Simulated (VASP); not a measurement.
Al15CdN15 (a cell with a defect):

```
Al Cd N
1.0
     6.25951    0.00000    0.00000
    -3.12976    5.42090    0.00000
     0.00000    0.00000   10.03481
Al Cd N
15 1 15
Cartesian
  1.5361 0.9208 2.4018
  1.5737 0.9008 7.5678
  -0.0189 1.8207 9.9948
  -0.0103 3.6395 2.5086
  -1.5610 4.4318 5.0518
  0.0112 3.6002 7.5380
  -1.5778 4.5191 10.0419
  4.6694 0.9011 2.5075
  3.2073 1.8506 5.0487
  4.7095 0.9019 7.5375
  3.1234 1.8206 10.0407
  3.1047 3.6272 2.5302
  1.5413 4.5345 5.0273
  3.1217 3.6224 7.5358
  1.5536 4.5265 10.0377
  0.3998 1.5785 4.8726
  -0.0220 1.8240 1.8783
  1.5605 0.9091 9.4749
  0.0267 1.7877 7.0845
  -0.0113 3.7381 4.3686
  -1.5871 4.5180 1.9201
  -0.0233 3.6459 9.4490
  -1.5492 4.5126 6.9363
  4.5829 0.8548 4.3674
  3.1179 1.8203 1.9205
  4.6597 0.9130 9.4489
  3.1438 1.8036 6.9338
  3.1194 3.6233 4.4338
  1.5687 4.5159 1.8922
  3.1120 3.6271 9.4360
  1.5738 4.5125 6.9389
```

Base run:

```yaml
Program: VASP 6.6.1
Functional: HSE06
Potentials_or_basis: VASP PAW PBE potentials, release 64 (Al, Cd, N)
Cutoff: 520 eV
k_mesh: 1 × 1 × 1, shifted
Occupations: fermi-dirac, width 0.01 eV
Spin: no spin polarisation
```

Its results: band gap on the k mesh 4.24 eV; pressure -3.1 GPa; largest force 0.282 eV/Å.

Task: The run is repeated on the same cell with these changes: functional from HSE06 to PBE; occupations from fermi-dirac, width 0.01 eV to gaussian, width 0.01 eV. What comes out?

Result: Band gap on the k mesh 3.13 eV; pressure 2.2 GPa; largest force 0.093 eV/Å.

Caveats: the PAW data sets were made with another functional, which shifts forces and pressure a little (at least some runs).

A k mesh can miss the band edges.
